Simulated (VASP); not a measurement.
Input of a VASP 6.6.1 run:

File POSCAR:

```
InP
1.0
    0.0000000000      2.9092653808      2.9978724482
    2.9092653808      0.0000000000      2.9978724482
    2.9092653808      2.9092653808      0.0000000000
In P
1 1
Direct
    0.0000000000      0.0000000000      0.0000000000
    0.7500000000      0.7500000000      0.7500000000
```

INCAR.step1

```
ALGO = Normal ; EDIFF = 1E-4
ENCUT = 520 ; GGA = PE
ISMEAR = 0 ; LASPH = True
LCHARG = False ; LREAL = False
LWAVE = True ; NBANDS = 16
NELM = 60 ; PREC = Accurate
SIGMA = 0.05
```

File INCAR.step2:

```
ALGO = Normal ; EDIFF = 1E-6
ENCUT = 520 ; ISIF = 2
ISMEAR = 0 ; ISTART = 1
LASPH = True ; LCHARG = False
LMIXTAU = True ; LREAL = False
LWAVE = False ; METAGGA = R2SCAN
NBANDS = 16 ; NELM = 60
PREC = Accurate ; SIGMA = 0.05
```

Contents of KPOINTS:

```
k-points
0
Gamma
  8 8 8
```

Potentials or basis: VASP PAW PBE potentials, release 64 (In_d, P).

Launch:

```bash
$ cat potpaw_PBE.64/In_d/POTCAR potpaw_PBE.64/P/POTCAR > POTCAR
$ cp INCAR.step1 INCAR
$ mpirun -np 1 vasp_std > vasp.out
$ cp INCAR.step2 INCAR
$ mpirun -np 1 vasp_std > vasp.out
```

(1) What does it give for the band gap on the k mesh?

(2) Predict the pressure.

Answers

(1) 1.07 eV.

(2) 0.9 GPa.

Caveat: the cell differs from its parent crystal (strain -0.015 along x and y, +0.015 along z); the PAW data sets were made with another functional, which shifts forces and pressure a little; spin-orbit coupling is left out, which moves the levels of the heavy elements.
